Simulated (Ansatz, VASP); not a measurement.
**One calculation of Pd, two programs**

```xyz
2
Lattice="3.1609 0.0000 0.0000 0.0000 3.1609 0.0000 0.0000 0.0000 3.1609" Properties=species:S:1:pos:R:3 pbc="T T T"
Pd    0.0000    0.0000    0.0000
Pd    1.5805    1.5805    1.5805
```

Alike in both runs: task single point; functional BLYP; k mesh 16 × 16 × 16; occupations fermi-dirac, width 0.05 eV; collinear spin.

|  | VASP | Ansatz |
| --- | --- | --- |
| version | VASP 6.6.1 | Ansatz 0.2.0 |
| potentials or method | VASP PAW PBE potentials, release 64 (Pd), cutoff 520 eV | plane waves (420 eV) with PAW, scalar-relativistic |
| valence electrons in the cell | 20 | 36 |

Ansatz gave:

| Property | Result |
| --- | --- |
| pressure (GPa) | 6.2 |
| net moment per atom (μB) | 0.00 |

Task: Estimate VASP's values.

Result: Pressure (GPa): 6.5; net moment per atom (μB): 0.00.

VASP's potentials were made for PBE, not for BLYP. With one functional, cell and mesh, what is left measures potentials, basis and numerics. VASP's potentials hold 20 valence electrons a cell and Ansatz's 36, so a difference there can come from the potentials and not from the codes. Ansatz's warnings: seeded moment not kept.
